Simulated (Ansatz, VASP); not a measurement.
## SrO: VASP beside Ansatz

INCAR

```
  PREC = Accurate
  ENCUT = 520
  EDIFF = 1E-8
  ISMEAR = -1
  SIGMA = 0.03
  LREAL = F
  LASPH = T
  NELM = 60
  ALGO = Normal
  ISIF = 2
  LWAVE = F
  LCHARG = F
  GGA = PE
  LEFG = T
  NBANDS = 15
```

The input KPOINTS:

```
regular mesh
0
Gamma
  8 8 8
```

POSCAR

```
SrO
1.0
    0.0000000000      2.6725920000      2.5698000000
    2.6725920000      0.0000000000      2.5698000000
    2.6725920000      2.6725920000      0.0000000000
Sr O
1 1
Direct
    0.0000000000      0.0000000000      0.0000000000
    0.5000000000      0.5000000000      0.5000000000
```

Input for Ansatz:

```yaml
crystal:
  lattice:
    - [0.0, 2.672592, 2.5698]
    - [2.672592, 0.0, 2.5698]
    - [2.672592, 2.672592, 0.0]
  atoms:
    - { symbol: Sr, position: [0.0, 0.0, 0.0] }
    - { symbol: O, position: [0.5, 0.5, 0.5] }
kpoints:
  mp_grid: { grid: [8, 8, 8] }
scf:
  occupations: { method: fermi_dirac, width: 0.03 }
hamiltonian:
  xc: pbe
  pseudopotentials: { kind: all_electron, datasets: crystal }
output:
  forces: true
  stress: true
  eigenvalues: true
  efg: { contact_densities: true }
```

Change from the starting cell: x and y stretched by +4 %, z held, crystal datasets.

Alike in both runs: task electric field gradients; functional PBE; k mesh 8 × 8 × 8; occupations fermi-dirac, width 0.03 eV; no spin polarisation.

|  | VASP | Ansatz |
| --- | --- | --- |
| version | VASP 6.6.1 | Ansatz 0.2.0 |
| potentials or method | VASP PAW PBE potentials, release 64 (Sr_sv, O), cutoff 520 eV | all-electron PAW with datasets made for the crystal, scalar-relativistic |

|  | VASP | Ansatz | Ansatz less VASP |
| --- | --- | --- | --- |
| gap on the k mesh at the Fermi level (eV) | 3.13 | 3.17 | +0.043 |
| pressure (GPa) | -2.9 | -3.3 | -0.42 |
| traceless stress, the component that is largest in VASP (GPa) | 2.55 | 2.40 | -0.150 |
| size of Vzz on the site where it differs most (V/Å²) | 37.3 | 36.7 | -0.57 |

Ansatz ran all-electron here, and VASP with PAW potentials.
